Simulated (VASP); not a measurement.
# ZnO (P6_3mc) in VASP: further runs

The runs below take ZnO through single point, with PBE.

Program: VASP 6.6.1. These are calculated values, not measurements. Logs are shortened: lines on timing, memory, paths and dates and some standing lists are left out, and cuts for length are marked.

## Step 1: The cell of the first run

Symmetry: P6_3mc, No. 186, hexagonal system. Conventional cell: a = 3.411 Å, b = 3.411 Å, c = 5.505 Å, α = 90.00°, β = 90.00°, γ = 120.00°. Within 2.8 Å of Zn (site symmetry 3m) lie 4 O at 2.08 to 2.09 Å. O (site symmetry 3m) has 4 Zn at 2.08 to 2.09 Å within 2.8 Å.

## Step 2: Single point, PBE (strain +0.040 along x and y, +0.040 along z)

INCAR reads:

```
  PREC = Accurate
  ENCUT = 520
  EDIFF = 1E-6
  ISMEAR = 0
  SIGMA = 0.05
  LREAL = False
  LASPH = True
  NELM = 100
  ALGO = Normal
  ISIF = 2
  LWAVE = False
  LCHARG = False
  GGA = PE
  NBANDS = 26
```

KPOINTS reads:

```
Automatic mesh
0
Gamma
  12 12 6
```

POSCAR reads:

```
ZnO
1.0
    3.4106543340      0.0000000000      0.0000000000
   -1.7053271670      2.9537132968      0.0000000000
    0.0000000000      0.0000000000      5.5048556811
Zn O
2 2
Direct
    0.3333333333      0.6666666667      0.0015026881
    0.6666666667      0.3333333333      0.5015026881
    0.3333333333      0.6666666667      0.3805973119
    0.6666666667      0.3333333333      0.8805973119
```

Potentials or basis: VASP PAW PBE potentials, release 64 (Zn, O).

The run is started by

```
$ cat potpaw_PBE.64/Zn/POTCAR potpaw_PBE.64/O/POTCAR > POTCAR
$ mpirun -np 1 vasp_std > vasp.out
```

OUTCAR:

```text
PREC = Accurate
   ENCUT = 520
   EDIFF = 1E-6
   ISMEAR = 0
   LREAL = False
   LASPH = True
   NELM = 100
   ISIF = 2
   GGA = PE

 ion  position               nearest neighbor table
   1  0.333  0.667  0.002-   4 2.08   4 2.08   4 2.08   3 2.09
   2  0.667  0.333  0.502-   3 2.08   3 2.08   3 2.08   4 2.09
   3  0.333  0.667  0.381-   2 2.08   2 2.08   2 2.08   1 2.09
   4  0.667  0.333  0.881-   1 2.08   1 2.08   1 2.08   2 2.09

  LATTYP: Found a hexagonal cell.
 ALAT       =     3.4106543340
 C/A-ratio  =     1.6140174706

  Lattice vectors:

 A1 = (   3.4106543340,   0.0000000000,   0.0000000000)
 A2 = (  -1.7053271670,   2.9537132968,   0.0000000000)
 A3 = (   0.0000000000,   0.0000000000,   5.5048556811)

Analysis of symmetry for initial positions (statically):
=====================================================================
 Subroutine PRICEL returns:
 Original cell was already a primitive cell.

 Routine SETGRP: Setting up the symmetry group for a
 hexagonal supercell.

 Subroutine GETGRP returns: Found 12 space group operations
 (whereof  6 operations were pure point group operations)
 out of a pool of 24 trial point group operations.

The static configuration has the point symmetry C_3v.
 The point group associated with its full space group is C_6v.

Analysis of symmetry for dynamics (positions and initial velocities):
=====================================================================
 Subroutine PRICEL returns:
 Original cell was already a primitive cell.

 Routine SETGRP: Setting up the symmetry group for a
 hexagonal supercell.

 Subroutine GETGRP returns: Found 12 space group operations
 (whereof  6 operations were pure point group operations)
 out of a pool of 24 trial point group operations.

The dynamic configuration has the point symmetry C_3v.
 The point group associated with its full space group is C_6v.

 Subroutine INISYM returns: Found 12 space group operations
 (whereof  6 operations are pure point group operations),
 and found     1 'primitive' translations

----------------------------------------------------------------------------------------

                                     Primitive cell

  volume of cell :      55.4564

  direct lattice vectors                    reciprocal lattice vectors
     3.410654334  0.000000000  0.000000000     0.293198871  0.169278447  0.000000000
    -1.705327167  2.953713297  0.000000000     0.000000000  0.338556894  0.000000000
     0.000000000  0.000000000  5.504855681     0.000000000  0.000000000  0.181657805

  length of vectors
     3.410654334  3.410654334  5.504855681     0.338556894  0.338556894  0.181657805

  position of ions in fractional coordinates (direct lattice)
     0.333333333  0.666666667  0.001502688
     0.666666667  0.333333333  0.501502688
     0.333333333  0.666666667  0.380597312
     0.666666667  0.333333333  0.880597312

  ion indices of the primitive-cell ions
   primitive index   ion index
                 1           1
                 2           2
                 3           3
                 4           4

----------------------------------------------------------------------------------------

 KPOINTS: Automatic mesh

Automatic generation of k-mesh.
 Grid dimensions read from file:
 generate k-points for:   12   12    6

 Generating k-lattice:

  Cartesian coordinates                     Fractional coordinates (reciprocal lattice)
     0.024433239  0.014106537  0.000000000     0.083333333  0.000000000  0.000000000
     0.000000000  0.028213075  0.000000000     0.000000000  0.083333333  0.000000000
     0.000000000  0.000000000  0.030276301     0.000000000  0.000000000  0.166666667

  Length of vectors
     0.028213075  0.028213075  0.030276301

  Shift w.r.t. Gamma in fractional coordinates (k-lattice)
     0.000000000  0.000000000  0.000000000

 Subroutine IBZKPT returns following result:
 ===========================================

 Found     76 irreducible k-points:

 Following reciprocal coordinates:
            Coordinates               Weight
  0.000000  0.000000  0.000000      1.000000
  0.083333  0.000000  0.000000      6.000000
  0.166667  0.000000  0.000000      6.000000
  0.250000  0.000000  0.000000      6.000000
  0.333333  0.000000  0.000000      6.000000
  0.416667  0.000000  0.000000      6.000000
[... 16 lines left out ...]
  0.250000  0.000000  0.166667     12.000000
  0.333333  0.000000  0.166667     12.000000
 [... further k-points ...]
   k-points           NKPTS =     76   k-points in BZ     NKDIM =     76   number of bands    NBANDS=     26
   number of dos      NEDOS =    301   number of ions     NIONS =      4
   total plane-waves  NPLWV =  32928
   dimension x,y,z NGX =    28 NGY =   28 NGZ =   42
   dimension x,y,z NGXF=    56 NGYF=   56 NGZF=   84
   ions per type =               2   2
   NGX,Y,Z   is equivalent  to a cutoff of  13.65, 13.65, 12.68 a.u.
   NGXF,Y,Z  is equivalent  to a cutoff of  27.30, 27.30, 25.37 a.u.
 SYSTEM =  unknown system
   PREC   = accura    normal or accurate (medium, high low for compatibility)
   ISTART =      0    job   : 0-new  1-cont  2-samecut
   ICHARG =      2    charge: 1-file 2-atom 10-const
   ISPIN  =      1    spin polarized calculation?
   LNONCOLLINEAR =      F non collinear calculations
   LSORBIT =      F    spin-orbit coupling
   LASPH  =      T    aspherical Exc in radial PAW
   ENCUT  =  520.0 eV  38.22 Ry    6.18 a.u.   6.34  6.34 10.24*2*pi/ulx,y,z
   NELM   =    100;   NELMIN=  2; NELMDL= -5     # of ELM steps
   EDIFF  = 0.1E-05   stopping-criterion for ELM
   LREAL  =      F    real-space projection
   EDIFFG = 0.1E-04   stopping-criterion for IOM
   NSW    =      0    number of steps for IOM
   IBRION =     -1    ionic relax: 0-MD 1-quasi-New 2-CG
   NFREE  =      0    steps in history (QN), initial steepest desc. (CG)
   ISIF   =      2    stress and relaxation
   ISYM   =      2    0-nonsym 1-usesym 2-fastsym
   POTIM  = 0.5000    time-step for ionic-motion
   TEBEG  =    0.0;   TEEND  =   0.0 temperature during run
   PSTRESS=    0.0 pullay stress
   NELECT =      36.0000    total number of electrons
   NUPDOWN=      -1.0000    fix difference up-down
   EMIN   =  10.00;   EMAX   =-10.00  energy-range for DOS
   EFERMI =   0.00;   METHOD = LEGACY
   ISMEAR =     0;   SIGMA  =   0.05  broadening in eV -4-tet -1-fermi 0-gaus
   EFERMI_NEDOS =   21; number of points for ismear=-14 and -15
   IALGO  =     38    algorithm
   IMIX   =      4    mixing-type and parameters
     AMIX     =   0.40;   BMIX     =  1.00
     AMIX_MAG =   1.60;   BMIX_MAG =  1.00
  volume/ion in A,a.u.               =      13.86        93.56
  Fermi-wavevector in a.u.,A,eV,Ry     =   1.417506  2.678699 27.338515  2.009324
  Thomas-Fermi vector in A             =   2.538729
   LORBIT       =      0    0 simple, 1 ext, 2 COOP (PROOUT), +10 PAW based schemes
   GGA     = PE    functional components
   LHFCALC =     F    Hartree Fock is set to
   AEXX    =    0.0000 exact exchange contribution
   IVDW    =     0    specifies the selected vdW correction
   LEPSILON=     F    determine dielectric tensor
   LRPA    =     F    only Hartree local field effects (RPA)
 non-spin polarized calculation
 Gauss-broadening in eV      SIGMA  =   0.05
  energy-cutoff  :      520.00
  volume of cell :       55.46
 maximum number of plane-waves:      1520
 NGX is ok and might be reduce to    28
   NGX = 13   NGY = 13   NGZ = 21

 number of electron      35.9999998 magnetization

 Free energy of the ion-electron system (eV)
  ---------------------------------------------------
  ext. energy  EPLUGINS =         0.00000000
  ---------------------------------------------------
  free energy    TOTEN  =       -17.64328555 eV

  energy without entropy =      -17.64328555  energy(sigma->0) =      -17.64328555

 E-fermi :   0.1939     XC(G=0): -10.1216

 val. band max:       -0.0472792485   @ k =   0.0000   0.0000   0.0000
 cond. band min:       0.5001775565   @ k =   0.0000   0.0000   0.0000
 fundamental gap:      0.5474568050
 Fermi energy:         0.1938917705

 k-point     1 :       0.0000    0.0000    0.0000
  band No.  band energies     occupation
      1     -17.0458      2.00000
      2     -16.5341      2.00000
      3      -5.1605      2.00000
      4      -5.1605      2.00000
      5      -5.1344      2.00000
      6      -5.0153      2.00000
[... 18 lines left out ...]
     25      13.0796      0.00000
     26      13.0796      0.00000

 k-point     2 :       0.0833    0.0000    0.0000
  band No.  band energies     occupation
      1     -17.0181      2.00000
      2     -16.5216      2.00000
      3      -5.1842      2.00000
      4      -5.1434      2.00000
      5      -5.1140      2.00000
      6      -5.0131      2.00000
[... 18 lines left out ...]
     25      13.0366      0.00000
     26      13.1445      0.00000

 k-point     3 :       0.1667    0.0000    0.0000
  band No.  band energies     occupation
      1     -16.9402      2.00000
      2     -16.4884      2.00000
      3      -5.2319      2.00000
      4      -5.0988      2.00000
      5      -5.0787      2.00000
      6      -4.9929      2.00000
[... 18 lines left out ...]
     25      13.0268      0.00000
     26      13.2108      0.00000

 k-point     4 :       0.2500    0.0000    0.0000
  band No.  band energies     occupation
      1     -16.8277      2.00000
      2     -16.4467      2.00000
      3      -5.2735      2.00000
      4      -5.0599      2.00000
      5      -5.0449      2.00000
      6      -4.9201      2.00000
[... 18 lines left out ...]
     25      12.4365      0.00000
     26      13.1080      0.00000
[... 496 lines left out ...]
      1     -16.9106      2.00000
      2     -16.5193      2.00000
      3      -5.2480      2.00000
      4      -5.0935      2.00000
      5      -5.0910      2.00000
      6      -5.0169      2.00000
[... 18 lines left out ...]
     25      12.3387      0.00000
     26      13.0579      0.00000

 k-point    23 :       0.2500    0.0000    0.1667
  band No.  band energies     occupation
      1     -16.8022      2.00000
      2     -16.4722      2.00000
      3      -5.2901      2.00000
      4      -5.0928      2.00000
      5      -5.0335      2.00000
      6      -4.9373      2.00000
[... 18 lines left out ...]
     25      12.4020      0.00000
     26      13.0036      0.00000

 k-point    24 :       0.3333    0.0000    0.1667
  band No.  band energies     occupation
      1     -16.6846      2.00000
      2     -16.4315      2.00000
      3      -5.2979      2.00000
      4      -5.0884      2.00000
      5      -4.9859      2.00000
      6      -4.8185      2.00000
[... 18 lines left out ...]
     25      12.4875      0.00000
     26      12.9181      0.00000

 [... further k-points ...]

------------------------ aborting loop because EDIFF is reached ----------------------------------------

  FORCE on cell =-STRESS in cart. coord.  units (eV):
  Direction    XX          YY          ZZ          XY          YZ          ZX
  --------------------------------------------------------------------------------------
  -------------------------------------------------------------------------------------
  Total       -3.8613300     -3.8613300     -3.8158283      0.0000000      0.0000000      0.0000000
  in kB     -111.5566633   -111.5566633   -110.2420856      0.0000000      0.0000000      0.0000000
  external PRESSURE =    -111.1184707 kB  Pullay stress =       0.0000000 kB

 VOLUME and BASIS-vectors are now :
 -----------------------------------------------------------------------------
  energy-cutoff  :      520.00
  volume of cell :       55.46
      direct lattice vectors                 reciprocal lattice vectors
     3.410654334  0.000000000  0.000000000     0.293198871  0.169278447  0.000000000
    -1.705327167  2.953713297  0.000000000     0.000000000  0.338556894  0.000000000
     0.000000000  0.000000000  5.504855681     0.000000000  0.000000000  0.181657805

 POSITION                                       TOTAL-FORCE (eV/Angst)
 -----------------------------------------------------------------------------------
     -0.00000      1.96914      0.00827         0.000000     -0.000000     -0.001508
      1.70533      0.98457      2.76070        -0.000000     -0.000000     -0.001508
     -0.00000      1.96914      2.09513        -0.000000      0.000000      0.001508
      1.70533      0.98457      4.84756        -0.000000      0.000000      0.001508
 -----------------------------------------------------------------------------------
    total drift:                               -0.000000     -0.000000      0.001719

  FREE ENERGIE OF THE ION-ELECTRON SYSTEM (eV)
  ---------------------------------------------------
  free  energy   TOTEN  =       -17.6432855469 eV

  energy  without entropy=      -17.6432855469  energy(sigma->0) =      -17.64328555
```

Wall time 84 s (1 thread of Intel Xeon Platinum 8259CL at 2.50GHz (Skylake/Cascade Lake), shared host); peak memory 0.23 GiB.

What came out:

- Free energy: -17.6433 eV
- Pressure: -11.1 GPa
- Band gap on the k mesh: 0.55 eV

Stress tensor (GPa, compression positive):
```
-11.16   0.00   0.00
  0.00 -11.16   0.00
  0.00   0.00 -11.02
```

Caveat: the cell differs from its parent crystal (strain +0.040 along x and y, +0.040 along z); the cell stands under tension; semilocal functionals underestimate gaps, and a narrow one can read as zero.

## Step 3: Single point, PBE (strain +0.080 along x and y, +0.000 along z)

INCAR reads:

```
ALGO = Normal
EDIFF = 1E-7
ENCUT = 520
GGA = PE
ISIF = 2
ISMEAR = 0
LASPH = True
LCHARG = False
LREAL = False
LWAVE = False
NBANDS = 26
NELM = 60
PREC = Accurate
SIGMA = 0.05
```

KPOINTS reads:

```
k-points
0
Gamma
  12 12 6
```

POSCAR reads:

```
ZnO
1.0
    3.5418333468      0.0000000000      0.0000000000
   -1.7709166734      3.0673176543      0.0000000000
    0.0000000000      0.0000000000      5.2931304626
Zn O
2 2
Direct
    0.3333333333      0.6666666667      0.0015026881
    0.6666666667      0.3333333333      0.5015026881
    0.3333333333      0.6666666667      0.3805973119
    0.6666666667      0.3333333333      0.8805973119
```

Potentials or basis: VASP PAW PBE potentials, release 64 (Zn, O).

The run is started by

```
$ cat potpaw_PBE.64/Zn/POTCAR potpaw_PBE.64/O/POTCAR > POTCAR
$ mpirun -np 1 vasp_std > vasp.out
```

Wall time 85 s (1 thread of Intel Xeon Platinum 8259CL at 2.50GHz (Skylake/Cascade Lake), shared host); peak memory 0.24 GiB.

The run converged. Its results:

```yaml
Free_energy: -17.3996 eV
Pressure: -12.9 GPa
Largest_force: 0.266 eV/Å
Band_gap_on_the_k_mesh: 0.49 eV
```

Forces on the atoms (eV/Å):
```
Zn   0.000  0.000 -0.266
Zn   0.000  0.000 -0.266
O    0.000  0.000  0.266
O    0.000  0.000  0.266
```

Stress tensor (GPa, compression positive):
```
-16.07   0.00   0.00
  0.00 -16.07   0.00
  0.00   0.00  -6.61
```

Levels at points of the mesh, in eV from the valence-band top:
```
           k point  band 16  band 17  band 18  band 19  band 20  band 21
(0.00, 0.00, 0.00)    -0.05    -0.05     0.00     0.49     4.34     8.17
(0.50, 0.00, 0.00)    -1.88    -0.99    -0.56     4.82     6.48     6.86
(0.00, 0.00, 0.50)    -0.42    -0.42    -0.42     3.06     3.06     9.80
(0.50, 0.00, 0.50)    -1.19    -0.89    -0.89     5.35     5.35     7.28
```

Caveat: the cell differs from its parent crystal (strain +0.080 along x and y, +0.000 along z); the stress differs along the axes, from -16 to -7 GPa; semilocal functionals underestimate gaps, and a narrow one can read as zero.

## Step 4: Single point, PBE (strain +0.040 along x and y, +0.080 along z)

INCAR reads:

```
SYSTEM = ZnO
  PREC = Accurate
  ENCUT = 520
  EDIFF = 1E-7
  ISMEAR = 0
  SIGMA = 0.05
  LREAL = .False.
  LASPH = .True.
  NELM = 100
  ALGO = Normal
  ISIF = 2
  LWAVE = .False.
  LCHARG = .False.
  GGA = PE
  NBANDS = 26
```

KPOINTS reads:

```
regular mesh
0
Gamma
  12 12 6
  0 0 0
```

POSCAR reads:

```
ZnO
1.0
    3.4106543340      0.0000000000      0.0000000000
   -1.7053271670      2.9537132968      0.0000000000
    0.0000000000      0.0000000000      5.7165808996
Zn O
2 2
Direct
    0.3333333333      0.6666666667      0.0015026881
    0.6666666667      0.3333333333      0.5015026881
    0.3333333333      0.6666666667      0.3805973119
    0.6666666667      0.3333333333      0.8805973119
```

The run is started by

```
$ cat potpaw_PBE.64/Zn/POTCAR potpaw_PBE.64/O/POTCAR > POTCAR
$ mpirun -np 1 vasp_std > vasp.out
```

It took 93 s on 1 thread of Intel Xeon Platinum 8259CL at 2.50GHz (Skylake/Cascade Lake), shared host; peak memory 0.24 GiB.

The run converged. Its results:

```yaml
Free_energy: -17.4618 eV
Pressure: -13.5 GPa
Largest_force: 0.020 eV/Å
Band_gap_on_the_k_mesh: 0.45 eV
```

Forces in eV/Å, atoms in the order of the input:
```
Zn   0.000  0.000  0.020
Zn   0.000  0.000  0.020
O    0.000  0.000 -0.020
O    0.000  0.000 -0.020
```

Stress tensor (GPa, compression positive):
```
-12.26   0.00   0.00
  0.00 -12.26   0.00
  0.00   0.00 -16.09
```

Levels at points of the mesh, in eV from the valence-band top:
```tsv
k point	band 16	band 17	band 18	band 19	band 20	band 21
(0.00, 0.00, 0.00)	-0.12	0.00	0.00	0.45	4.53	7.24
(0.50, 0.00, 0.00)	-1.60	-1.03	-0.66	4.95	6.57	7.05
(0.00, 0.00, 0.50)	-0.26	-0.26	-0.26	2.90	2.90	8.99
(0.50, 0.00, 0.50)	-1.15	-1.12	-1.12	5.20	5.20	7.39
```

Caveat: the cell differs from its parent crystal (strain +0.040 along x and y, +0.080 along z); the cell stands under tension; semilocal functionals underestimate gaps, and a narrow one can read as zero.

## Step 5: Overview

```csv
cell,gap on the mesh (eV),pressure (GPa),largest force (eV/Å)
"a = 3.411, b = 3.411, c = 5.505 Å, angles 90.0, 90.0, 120.0°, 4 atoms",0.55,-11.1,-
"a = 3.542, b = 3.542, c = 5.293 Å, angles 90.0, 90.0, 120.0°, 4 atoms",0.49,-12.9,0.27
"a = 3.411, b = 3.411, c = 5.717 Å, angles 90.0, 90.0, 120.0°, 4 atoms",0.45,-13.5,0.02
```

Alike in all rows: task single point; level PBE; potentials or basis VASP PAW PBE potentials, release 64 (Zn, O); no spin polarisation; k mesh 12 × 12 × 6; cutoff (eV) 520; smearing gaussian 0.05 eV.

Caveats: semilocal functionals underestimate gaps, and a narrow one can read as zero; the cell stands under tension (at least some runs); the stress differs along the axes, from -16 to -7 GPa (at least some runs).

Total energies depend on the potentials used, so only differences within one code and one set of settings carry meaning.
